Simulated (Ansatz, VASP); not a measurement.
**KCl in VASP and in Ansatz**

File INCAR:

```
  PREC = Accurate
  ENCUT = 520
  EDIFF = 1E-6
  ISMEAR = 0
  SIGMA = 0.05
  LREAL = F
  LASPH = T
  NELM = 60
  ALGO = Normal
  ISIF = 2
  LWAVE = F
  LCHARG = F
  NBANDS = 15
```

File KPOINTS:

```
Automatic mesh
0
Gamma
  6 6 6
```

Contents of POSCAR:

```
KCl
1.0
    0.0000000000      3.1561000000      3.1561000000
    3.1561000000      0.0000000000      3.1561000000
    3.1561000000      3.1561000000      0.0000000000
K Cl
1 1
Direct
    0.0000000000      0.0000000000      0.0000000000
    0.5000000000      0.5000000000      0.5000000000
```

Input for Ansatz:

```yaml
crystal:
  lattice:
    - [0.0, 3.1561, 3.1561]
    - [3.1561, 0.0, 3.1561]
    - [3.1561, 3.1561, 0.0]
  atoms:
    - { symbol: K, position: [0.0, 0.0, 0.0] }
    - { symbol: Cl, position: [0.5, 0.5, 0.5] }
basis:
  ecutwfc: 420
kpoints:
  mp_grid: { grid: [6, 6, 6] }
hamiltonian:
  xc: lda
scf:
  occupations: { method: gaussian, width: 0.05 }
output:
  forces: true
  stress: true
  eigenvalues: true
```

Alike in both runs: task single point; functional LDA; k mesh 6 × 6 × 6; occupations gaussian, width 0.05 eV; no spin polarisation.

|  | VASP | Ansatz |
| --- | --- | --- |
| version | VASP 6.6.1 | Ansatz 0.2.0 |
| potentials or method | VASP PAW LDA potentials, release 64 (K_sv, Cl), cutoff 520 eV | scalar-relativistic, plane waves, PAW |
| valence electrons in the cell | 16 | 16 |

```tsv
	VASP	Ansatz	Ansatz less VASP
gap on the k mesh at the Fermi level (eV)	4.72	4.71	-0.004
least direct gap on the mesh (eV)	4.72	4.71	-0.004
pressure (GPa)	-2.0	-2.1	-0.03
```

LDA's correlation is that of Perdew and Zunger in VASP and of Perdew and Wang (1992) in Ansatz.
